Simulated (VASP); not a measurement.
# LiF (Fm-3m) in VASP: further runs

The runs below take LiF through single point, with PBE+D4.

Program: VASP 6.6.1. These are calculated values, not measurements. Logs are shortened: lines on timing, memory, paths and dates and some standing lists are left out, and cuts for length are marked.

## (1) The cell of the first run

The structure is cubic, space group Fm-3m (No. 225). Conventional cell: a = 4.028 Å, b = 4.028 Å, c = 4.028 Å, α = 90.00°, β = 90.00°, γ = 90.00°. Within 2.7 Å of Li (site symmetry m-3m) lie 6 F at 2.01 Å. F (site symmetry m-3m) has 6 Li at 2.01 Å within 2.7 Å.

## (2) Single point, PBE+D4

Input file INCAR:

```
SYSTEM = LiF
ALGO = Normal ; EDIFF = 1E-6
ENCUT = 520 ; GGA = PE
ISIF = 2 ; ISMEAR = 0
IVDW = 13 ; LASPH = .TRUE.
LCHARG = .TRUE. ; LELF = .TRUE.
LREAL = .FALSE. ; LVHAR = .TRUE.
LWAVE = .FALSE. ; NBANDS = 12
NELM = 80 ; PREC = Accurate
SIGMA = 0.05
```

Input file KPOINTS:

```
k-points
0
G
  10 10 10
  0 0 0
```

Input file POSCAR:

```
LiF
1.0
    0.0000000000      2.0140017468      2.0140017468
    2.0140017468      0.0000000000      2.0140017468
    2.0140017468      2.0140017468      0.0000000000
Li F
1 1
Direct
    0.0000000000      0.0000000000      0.0000000000
    0.5000000000      0.5000000000      0.5000000000
```

Potentials or basis: VASP PAW PBE potentials, release 64 (Li_sv, F).

The run is started by

```sh
> cat potpaw_PBE.64/Li_sv/POTCAR potpaw_PBE.64/F/POTCAR > POTCAR
> mpirun -np 1 vasp_std > vasp.out
```

OUTCAR:

```text
SYSTEM = LiF
   EDIFF = 1E-6
   ENCUT = 520
   GGA = PE
   ISIF = 2
   ISMEAR = 0
   IVDW = 13
   LASPH = .TRUE.
   LREAL = .FALSE.
   NELM = 80
   PREC = Accurate

 ion  position               nearest neighbor table
   1  0.000  0.000  0.000-   2 2.01   2 2.01   2 2.01   2 2.01   2 2.01   2 2.01
   2  0.500  0.500  0.500-   1 2.01   1 2.01   1 2.01   1 2.01   1 2.01   1 2.01

  LATTYP: Found a face centered cubic cell.
 ALAT       =     4.0280034936

  Lattice vectors:

 A1 = (   0.0000000000,   2.0140017468,   2.0140017468)
 A2 = (   2.0140017468,   0.0000000000,   2.0140017468)
 A3 = (   2.0140017468,   2.0140017468,   0.0000000000)

Analysis of symmetry for initial positions (statically):
=====================================================================
 Subroutine PRICEL returns:
 Original cell was already a primitive cell.

 Routine SETGRP: Setting up the symmetry group for a
 face centered cubic supercell.

 Subroutine GETGRP returns: Found 48 space group operations
 (whereof 48 operations were pure point group operations)
 out of a pool of 48 trial point group operations.

The static configuration has the point symmetry O_h .

Analysis of symmetry for dynamics (positions and initial velocities):
=====================================================================
 Subroutine PRICEL returns:
 Original cell was already a primitive cell.

 Routine SETGRP: Setting up the symmetry group for a
 face centered cubic supercell.

 Subroutine GETGRP returns: Found 48 space group operations
 (whereof 48 operations were pure point group operations)
 out of a pool of 48 trial point group operations.

The dynamic configuration has the point symmetry O_h .

 Subroutine INISYM returns: Found 48 space group operations
 (whereof 48 operations are pure point group operations),
 and found     1 'primitive' translations

----------------------------------------------------------------------------------------

                                     Primitive cell

  volume of cell :      16.3384

  direct lattice vectors                    reciprocal lattice vectors
     0.000000000  2.014001747  2.014001747    -0.248261950  0.248261950  0.248261950
     2.014001747  0.000000000  2.014001747     0.248261950 -0.248261950  0.248261950
     2.014001747  2.014001747  0.000000000     0.248261950  0.248261950 -0.248261950

  length of vectors
     2.848228585  2.848228585  2.848228585     0.430002310  0.430002310  0.430002310

  position of ions in fractional coordinates (direct lattice)
     0.000000000  0.000000000  0.000000000
     0.500000000  0.500000000  0.500000000

  ion indices of the primitive-cell ions
   primitive index   ion index
                 1           1
                 2           2

----------------------------------------------------------------------------------------

 KPOINTS: k-points

Automatic generation of k-mesh.
 Grid dimensions read from file:
 generate k-points for:   10   10   10

 Generating k-lattice:

  Cartesian coordinates                     Fractional coordinates (reciprocal lattice)
    -0.024826195  0.024826195  0.024826195     0.100000000  0.000000000  0.000000000
     0.024826195 -0.024826195  0.024826195     0.000000000  0.100000000  0.000000000
     0.024826195  0.024826195 -0.024826195     0.000000000  0.000000000  0.100000000

  Length of vectors
     0.043000231  0.043000231  0.043000231

  Shift w.r.t. Gamma in fractional coordinates (k-lattice)
     0.000000000  0.000000000  0.000000000

 Subroutine IBZKPT returns following result:
 ===========================================

 Found     47 irreducible k-points:

 Following reciprocal coordinates:
            Coordinates               Weight
  0.000000  0.000000  0.000000      1.000000
  0.100000  0.000000  0.000000      8.000000
  0.200000  0.000000  0.000000      8.000000
  0.300000  0.000000  0.000000      8.000000
  0.400000  0.000000  0.000000      8.000000
  0.500000  0.000000  0.000000      4.000000
[... 16 lines left out ...]
  0.300000  0.300000  0.000000      6.000000
  0.400000  0.300000  0.000000     24.000000
 [... further k-points ...]
   k-points           NKPTS =     47   k-points in BZ     NKDIM =     47   number of bands    NBANDS=     12
   number of dos      NEDOS =    301   number of ions     NIONS =      2
   total plane-waves  NPLWV =  13824
   dimension x,y,z NGX =    24 NGY =   24 NGZ =   24
   dimension x,y,z NGXF=    48 NGYF=   48 NGZF=   48
   ions per type =               1   1
   NGX,Y,Z   is equivalent  to a cutoff of  14.01, 14.01, 14.01 a.u.
   NGXF,Y,Z  is equivalent  to a cutoff of  28.02, 28.02, 28.02 a.u.
 SYSTEM =  LiF
   PREC   = accura    normal or accurate (medium, high low for compatibility)
   ISTART =      0    job   : 0-new  1-cont  2-samecut
   ICHARG =      2    charge: 1-file 2-atom 10-const
   ISPIN  =      1    spin polarized calculation?
   LNONCOLLINEAR =      F non collinear calculations
   LSORBIT =      F    spin-orbit coupling
   LASPH  =      T    aspherical Exc in radial PAW
   ENCUT  =  520.0 eV  38.22 Ry    6.18 a.u.   5.30  5.30  5.30*2*pi/ulx,y,z
   NELM   =     80;   NELMIN=  2; NELMDL= -5     # of ELM steps
   EDIFF  = 0.1E-05   stopping-criterion for ELM
   LREAL  =      F    real-space projection
   EDIFFG = 0.1E-04   stopping-criterion for IOM
   NSW    =      0    number of steps for IOM
   IBRION =     -1    ionic relax: 0-MD 1-quasi-New 2-CG
   NFREE  =      0    steps in history (QN), initial steepest desc. (CG)
   ISIF   =      2    stress and relaxation
   ISYM   =      2    0-nonsym 1-usesym 2-fastsym
   POTIM  = 0.5000    time-step for ionic-motion
   TEBEG  =    0.0;   TEEND  =   0.0 temperature during run
   PSTRESS=    0.0 pullay stress
   NELECT =      10.0000    total number of electrons
   NUPDOWN=      -1.0000    fix difference up-down
   EMIN   =  10.00;   EMAX   =-10.00  energy-range for DOS
   EFERMI =   0.00;   METHOD = LEGACY
   ISMEAR =     0;   SIGMA  =   0.05  broadening in eV -4-tet -1-fermi 0-gaus
   EFERMI_NEDOS =   21; number of points for ismear=-14 and -15
   IALGO  =     38    algorithm
   IMIX   =      4    mixing-type and parameters
     AMIX     =   0.40;   BMIX     =  1.00
     AMIX_MAG =   1.60;   BMIX_MAG =  1.00
  volume/ion in A,a.u.               =       8.17        55.13
  Fermi-wavevector in a.u.,A,eV,Ry     =   1.389969  2.626660 26.286629  1.932013
  Thomas-Fermi vector in A             =   2.513949
   LORBIT       =      0    0 simple, 1 ext, 2 COOP (PROOUT), +10 PAW based schemes
   GGA     = PE    functional components
   LHFCALC =     F    Hartree Fock is set to
   AEXX    =    0.0000 exact exchange contribution
   IVDW    =    13    specifies the selected vdW correction
   LEPSILON=     F    determine dielectric tensor
   LRPA    =     F    only Hartree local field effects (RPA)
 non-spin polarized calculation
 Gauss-broadening in eV      SIGMA  =   0.05
  energy-cutoff  :      520.00
  volume of cell :       16.34
 maximum number of plane-waves:       459
 NGX is ok and might be reduce to    24
   NGX = 11   NGY = 11   NGZ = 11

 number of electron      10.0000000 magnetization

 number of electron       9.9999992 magnetization

 Free energy of the ion-electron system (eV)
  ---------------------------------------------------
  ext. energy  EPLUGINS =         0.00000000
  ---------------------------------------------------
  free energy    TOTEN  =        -9.63754902 eV

  energy without entropy =       -9.63754902  energy(sigma->0) =       -9.63754902

 E-fermi :  -0.5941     XC(G=0):  -9.9825

 val. band max:       -1.0186043232   @ k =   0.0000   0.0000   0.0000
 cond. band min:       8.0685238418   @ k =   0.0000   0.0000   0.0000
 fundamental gap:      9.0871281650
 Fermi energy:        -0.5941354712

 k-point     1 :       0.0000    0.0000    0.0000
  band No.  band energies     occupation
      1     -41.9391      2.00000
      2     -20.9936      2.00000
      3      -1.0186      2.00000
      4      -1.0186      2.00000
      5      -1.0186      2.00000
      6       8.0685      0.00000
      7      22.9473      0.00000
      8      22.9473      0.00000
      9      22.9473      0.00000
     10      23.3053      0.00000
     11      23.3053      0.00000
     12      23.3053      0.00000

 k-point     2 :       0.1000    0.0000    0.0000
  band No.  band energies     occupation
      1     -41.9333      2.00000
      2     -20.9538      2.00000
      3      -1.3062      2.00000
      4      -1.0416      2.00000
      5      -1.0416      2.00000
      6       8.3627      0.00000
      7      20.2634      0.00000
      8      21.6928      0.00000
      9      21.6928      0.00000
     10      24.3505      0.00000
     11      24.3505      0.00000
     12      24.3981      0.00000

 k-point     3 :       0.2000    0.0000    0.0000
  band No.  band energies     occupation
      1     -41.9187      2.00000
      2     -20.8494      2.00000
      3      -1.9955      2.00000
      4      -1.1004      2.00000
      5      -1.1004      2.00000
      6       9.0145      0.00000
      7      17.7983      0.00000
      8      20.2006      0.00000
      9      20.2006      0.00000
     10      25.3698      0.00000
     11      25.6999      0.00000
     12      25.6999      0.00000
[... 286 lines left out ...]
 k-point    23 :       0.3000    0.3000    0.0000
  band No.  band energies     occupation
      1     -41.8898      2.00000
      2     -20.5755      2.00000
      3      -2.9198      2.00000
      4      -1.6806      2.00000
      5      -1.6806      2.00000
      6      11.2404      0.00000
      7      16.9129      0.00000
      8      18.0236      0.00000
      9      19.3939      0.00000
     10      19.3939      0.00000
     11      33.4600      0.00000
     12      33.5628      0.00000

 k-point    24 :       0.4000    0.3000    0.0000
  band No.  band energies     occupation
      1     -41.8789      2.00000
      2     -20.4652      2.00000
      3      -3.3352      2.00000
      4      -1.8906      2.00000
      5      -1.7788      2.00000
      6      12.0626      0.00000
      7      15.7707      0.00000
      8      17.5194      0.00000
      9      19.1436      0.00000
     10      20.2087      0.00000
     11      32.9006      0.00000
     12      33.8930      0.00000

 [... further k-points ...]

------------------------ aborting loop because EDIFF is reached ----------------------------------------

  DFT-D4 for vdW energy calculation

  Edisp (eV):   -0.12542

  FORCE on cell =-STRESS in cart. coord.  units (eV):
  Direction    XX          YY          ZZ          XY          YZ          ZX
  --------------------------------------------------------------------------------------
  -------------------------------------------------------------------------------------
  Total       0.04190     0.04190     0.04190     0.00000     0.00000    -0.00000
  in kB       4.10909     4.10909     4.10909     0.00000     0.00000    -0.00000
  external pressure =        4.11 kB  Pullay stress =        0.00 kB

 VOLUME and BASIS-vectors are now :
 -----------------------------------------------------------------------------
  energy-cutoff  :      520.00
  volume of cell :       16.34
      direct lattice vectors                 reciprocal lattice vectors
     0.000000000  2.014001747  2.014001747    -0.248261950  0.248261950  0.248261950
     2.014001747  0.000000000  2.014001747     0.248261950 -0.248261950  0.248261950
     2.014001747  2.014001747  0.000000000     0.248261950  0.248261950 -0.248261950

 POSITION                                       TOTAL-FORCE (eV/Angst)
 -----------------------------------------------------------------------------------
      0.00000      0.00000      0.00000         0.000000     -0.000000      0.000000
      2.01400      2.01400      2.01400        -0.000000      0.000000     -0.000000
 -----------------------------------------------------------------------------------
    total drift:                               -0.000000     -0.000000      0.000000

  FREE ENERGIE OF THE ION-ELECTRON SYSTEM (eV)
  ---------------------------------------------------
  free  energy   TOTEN  =        -9.7629717861 eV

  energy  without entropy=       -9.7629717861  energy(sigma->0) =       -9.76297179
```

Run time: 8.5 s. Hardware: 1 thread of Intel Xeon Platinum 8488C (Sapphire Rapids), shared host; peak memory 0.13 GiB.

Results:

| Quantity | Value |
| --- | --- |
| Free energy | -9.7630 eV |
| Band gap on the k mesh | 9.09 eV, direct |
| Dispersion energy per atom | -0.063 eV |

Caveat: the cutoff is under 1.25 times the usual one of these potentials, so pressure, stress and relaxed cells hold a basis-set (Pulay) error. A k mesh can miss the band edges.

[end of part 1 of 2]
